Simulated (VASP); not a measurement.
**Mg2NCl: single point with LDA**

Mg2NCl:

```
CELL_PARAMETERS angstrom
1.61915 0.93482 6.00298
-1.61915 0.93482 6.00298
0.00000 -1.86963 6.00298
ATOMIC_POSITIONS crystal
Mg 0.22282 0.22282 0.22282
Mg 0.77719 0.77719 0.77719
N 0.50000 0.50000 0.50000
Cl 0.00000 0.00000 0.00000
```

This cell differs from its parent crystal: strain -0.025 along x and y, +0.000 along z.

```
Program             : VASP 6.6.1
Task                : single point
Functional          : LDA
Potentials or basis : VASP PAW LDA potentials, release 64 (Mg, N, Cl)
Cutoff              : 520 eV
k mesh              : 9 × 9 × 9
Occupations         : gaussian, width 0.05 eV
Spin                : no spin polarisation
```

The pressure is -2.1 GPa and the largest force is 0.080 eV/Å. The band gap on the k mesh is 2.30 eV.

Forces on the atoms (eV/Å):
```
Mg   0.000  0.000 -0.080
Mg   0.000  0.000  0.080
N    0.000  0.000  0.000
Cl   0.000  0.000  0.000
```

Stress tensor (GPa, compression positive):
```
-0.62  0.00  0.00
 0.00 -0.62  0.00
 0.00  0.00 -5.09
```

Levels at points of the mesh, in eV from the valence-band top:
```tsv
k point	band 4	band 5	band 6	band 7	band 8	band 9	band 10	band 11	band 12	band 13
(0.00, 0.00, 0.00)	-2.18	-2.18	-1.24	0.00	0.00	2.30	5.56	8.42	8.71	9.66
```

It took 110 s on 1 thread of Intel(R) Xeon(R) 6975P-C (Granite Rapids) (shared host), peak memory 0.3 GiB.

Caveat: the cell differs from its parent crystal (strain -0.025 along x and y, +0.000 along z); an odd mesh through Γ misses points on the zone boundary, where band edges can lie.
